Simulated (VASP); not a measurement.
Crystal: C.

```
C
1.0
     2.54074    0.00000    0.00000
    -1.27037    2.20035    0.00000
     0.00000    0.00000    4.23140
C
4
Cartesian
  0.0000 1.4669 0.0002
  1.2704 0.7334 2.1159
  0.0000 1.4669 1.5866
  1.2704 0.7334 3.7023
```

This cell differs from its parent crystal: strain +1.5%.

Base run:

| Quantity | Value |
| --- | --- |
| Program | VASP 6.6.1 |
| Functional | r2SCAN |
| Potentials or basis | VASP PAW PBE potentials, release 64 (C) |
| Cutoff | 520 eV |
| k mesh | 12 × 12 × 6 |
| Occupations | gaussian, width 0.01 eV |
| Spin | no spin polarisation |

Its results: band gap on the k mesh 3.73 eV (least direct gap 5.14 eV); pressure -17.6 GPa; largest force 0.008 eV/Å.

Task: The run is repeated on the same cell with these changes: functional from r2SCAN to PBE; occupations from gaussian, width 0.01 eV to fermi-dirac, width 0.02 eV. What comes out?

Result: Band gap on the k mesh 3.49 eV (least direct gap 4.93 eV); pressure -13.8 GPa; largest force 0.013 eV/Å.

Caveats: the cell stands under tension; the PAW data sets were made with another functional, which shifts forces and pressure a little (at least some runs).

A k mesh can miss the band edges.
